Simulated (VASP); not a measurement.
# TiO2 (Fm-3m) in VASP: notebook, part 2 of 2

VASP 6.6.1.

**5. Single point, PBE**

This run uses another cell than the first one, of 8.94 Å³/atom, 1.128 times its volume.

File INCAR:

```
SYSTEM = TiO2
ALGO = Normal
EDIFF = 1E-6
ENCUT = 600
GGA = PE
GGA_COMPAT = .FALSE.
ISIF = 2
ISMEAR = 0
LASPH = .TRUE.
LCHARG = .TRUE.
LELF = .TRUE.
LREAL = .FALSE.
LVHAR = .TRUE.
LWAVE = .FALSE.
NBANDS = 19
NELM = 120
PREC = Accurate
SIGMA = 0.01
```

File KPOINTS:

```
k-points
0
G
  4 4 4
  0 0 0
```

File POSCAR:

```
TiO2
1.0
    0.0000000000      2.3761821900      2.3761821900
    2.3761821900      0.0000000000      2.3761821900
    2.3761821900      2.3761821900      0.0000000000
Ti O
1 2
Direct
    0.0000000000      0.0000000000      0.0000000000
    0.2500000000      0.2500000000      0.2500000000
    0.7500000000      0.7500000000      0.7500000000
```

Potentials or basis: VASP PAW PBE potentials, release 64 (Ti_sv, O).

Launch:

```
$ cat potpaw_PBE.64/Ti_sv/POTCAR potpaw_PBE.64/O/POTCAR > POTCAR
$ mpirun -np 1 vasp_std > vasp.out
```

OUTCAR:

```text
SYSTEM = TiO2
   EDIFF = 1E-6
   ENCUT = 600
   GGA = PE
   ISIF = 2
   ISMEAR = 0
   LASPH = .TRUE.
   LREAL = .FALSE.
   NELM = 120
   PREC = Accurate

 ion  position               nearest neighbor table
   1  0.000  0.000  0.000-   2 2.06   3 2.06   3 2.06   3 2.06   3 2.06   2 2.06   2 2.06   2 2.06

   2  0.250  0.250  0.250-   1 2.06   1 2.06   1 2.06   1 2.06
   3  0.750  0.750  0.750-   1 2.06   1 2.06   1 2.06   1 2.06

  LATTYP: Found a face centered cubic cell.
 ALAT       =     4.7523643800

  Lattice vectors:

 A1 = (   0.0000000000,   2.3761821900,   2.3761821900)
 A2 = (   2.3761821900,   0.0000000000,   2.3761821900)
 A3 = (   2.3761821900,   2.3761821900,   0.0000000000)

Analysis of symmetry for initial positions (statically):
=====================================================================
 Subroutine PRICEL returns:
 Original cell was already a primitive cell.

 Routine SETGRP: Setting up the symmetry group for a
 face centered cubic supercell.

 Subroutine GETGRP returns: Found 48 space group operations
 (whereof 48 operations were pure point group operations)
 out of a pool of 48 trial point group operations.

The static configuration has the point symmetry O_h .

Analysis of symmetry for dynamics (positions and initial velocities):
=====================================================================
 Subroutine PRICEL returns:
 Original cell was already a primitive cell.

 Routine SETGRP: Setting up the symmetry group for a
 face centered cubic supercell.

 Subroutine GETGRP returns: Found 48 space group operations
 (whereof 48 operations were pure point group operations)
 out of a pool of 48 trial point group operations.

The dynamic configuration has the point symmetry O_h .

 Subroutine INISYM returns: Found 48 space group operations
 (whereof 48 operations are pure point group operations),
[... 96 lines left out ...]
   ISMEAR =     0;   SIGMA  =   0.01  broadening in eV -4-tet -1-fermi 0-gaus
   EFERMI_NEDOS =   21; number of points for ismear=-14 and -15
   IALGO  =     38    algorithm
   IMIX   =      4    mixing-type and parameters
     AMIX     =   0.40;   BMIX     =  1.00
     AMIX_MAG =   1.60;   BMIX_MAG =  1.00
  volume/ion in A,a.u.               =       8.94        60.36
  Fermi-wavevector in a.u.,A,eV,Ry     =   1.577329  2.980719 33.850826  2.487965
  Thomas-Fermi vector in A             =   2.678027
   LORBIT       =      0    0 simple, 1 ext, 2 COOP (PROOUT), +10 PAW based schemes
   GGA     = PE    functional components
   LHFCALC =     F    Hartree Fock is set to
   AEXX    =    0.0000 exact exchange contribution
   IVDW    =     0    specifies the selected vdW correction
   LEPSILON=     F    determine dielectric tensor
   LRPA    =     F    only Hartree local field effects (RPA)
 non-spin polarized calculation
 Gauss-broadening in eV      SIGMA  =   0.01
  energy-cutoff  :      600.00
  volume of cell :       26.83
 maximum number of plane-waves:       934
 NGX is ok and might be reduce to    28
   NGX = 13   NGY = 13   NGZ = 13

 number of electron      23.9999998 magnetization

 Free energy of the ion-electron system (eV)
  ---------------------------------------------------
  ext. energy  EPLUGINS =         0.00000000
  ---------------------------------------------------
  free energy    TOTEN  =       -25.97204056 eV

  energy without entropy =      -25.97204056  energy(sigma->0) =      -25.97204056

 E-fermi :   7.9378     XC(G=0): -12.3893

 val. band max:        7.7350743422   @ k =   0.5000   0.5000   0.0000
 cond. band min:       8.8801871558   @ k =   0.0000   0.0000   0.0000
 fundamental gap:      1.1451128135
 Fermi energy:         7.9377885640

 k-point     1 :       0.0000    0.0000    0.0000
  band No.  band energies     occupation
      1     -49.9751      2.00000
      2     -26.0626      2.00000
      3     -26.0626      2.00000
      4     -26.0626      2.00000
      5     -12.1802      2.00000
      6      -8.1842      2.00000
[... 153 lines left out ...]
      6      -9.9678      2.00000
[... 11 lines left out ...]
     18      19.4994      0.00000
     19      24.3119      0.00000

------------------------ aborting loop because EDIFF is reached ----------------------------------------

  FORCE on cell =-STRESS in cart. coord.  units (eV):
  Direction    XX          YY          ZZ          XY          YZ          ZX
  --------------------------------------------------------------------------------------
  -------------------------------------------------------------------------------------
  Total        2.3500275      2.3500275      2.3500275      0.0000000      0.0000000      0.0000000
  in kB      140.3183011    140.3183011    140.3183011      0.0000000      0.0000000      0.0000000
  external PRESSURE =     140.3183011 kB  Pullay stress =       0.0000000 kB

 VOLUME and BASIS-vectors are now :
 -----------------------------------------------------------------------------
  energy-cutoff  :      600.00
  volume of cell :       26.83
      direct lattice vectors                 reciprocal lattice vectors
     0.000000000  2.376182190  2.376182190    -0.210421575  0.210421575  0.210421575
     2.376182190  0.000000000  2.376182190     0.210421575 -0.210421575  0.210421575
     2.376182190  2.376182190  0.000000000     0.210421575  0.210421575 -0.210421575

 POSITION                                       TOTAL-FORCE (eV/Angst)
 -----------------------------------------------------------------------------------
      0.00000      0.00000      0.00000         0.000000      0.000000      0.000000
      1.18809      1.18809      1.18809         0.000000      0.000000      0.000000
      3.56427      3.56427      3.56427        -0.000000     -0.000000     -0.000000
 -----------------------------------------------------------------------------------
    total drift:                                0.000000     -0.000000      0.000000

  FREE ENERGIE OF THE ION-ELECTRON SYSTEM (eV)
  ---------------------------------------------------
  free  energy   TOTEN  =       -25.9720405631 eV

  energy  without entropy=      -25.9720405631  energy(sigma->0) =      -25.97204056
```

Wall time 5.3 s (1 thread of Intel Xeon 6975P-C (Granite Rapids), shared host); peak memory 0.15 GiB.

Results:

```
Free energy            : -25.9720 eV
Pressure               : 14.0 GPa
Band gap on the k mesh : 1.15 eV, indirect (least direct gap 1.89 eV)
```

Levels at points of the mesh, in eV from the valence-band top:
```
           k point  band 9  band 10  band 11  band 12  band 13  band 14  band 15  band 16
(0.00, 0.00, 0.00)   -6.21    -0.90    -0.90    -0.90     1.15     1.15     5.57     5.57
(0.50, 0.00, 0.00)   -3.47    -3.34    -2.61    -2.61     1.51     1.51     3.00     5.14
(0.50, 0.50, 0.00)   -4.74    -2.17    -2.17     0.00     1.89     1.89     3.04     4.31
```

Caveat: the k points lie up to 0.57 Å⁻¹ apart. A k mesh can miss the band edges.

**6. The runs side by side**

```csv
cell,gap on the mesh (eV),pressure (GPa)
"a = 3.229 Å, angles 60.0°, 3 atoms",1.22,61.0
"a = 3.296 Å, angles 60.0°, 3 atoms",1.19,34.2
"a = 3.360 Å, angles 60.0°, 3 atoms",1.15,14.0
```

Alike in all rows: task single point; level PBE; potentials or basis VASP PAW PBE potentials, release 64 (Ti_sv, O); no spin polarisation; k mesh 4 × 4 × 4; cutoff (eV) 600; smearing gaussian 0.01 eV.

Caveats: all runs use coarse meshes.

Absolute energies hang on the potentials; compare differences alone.
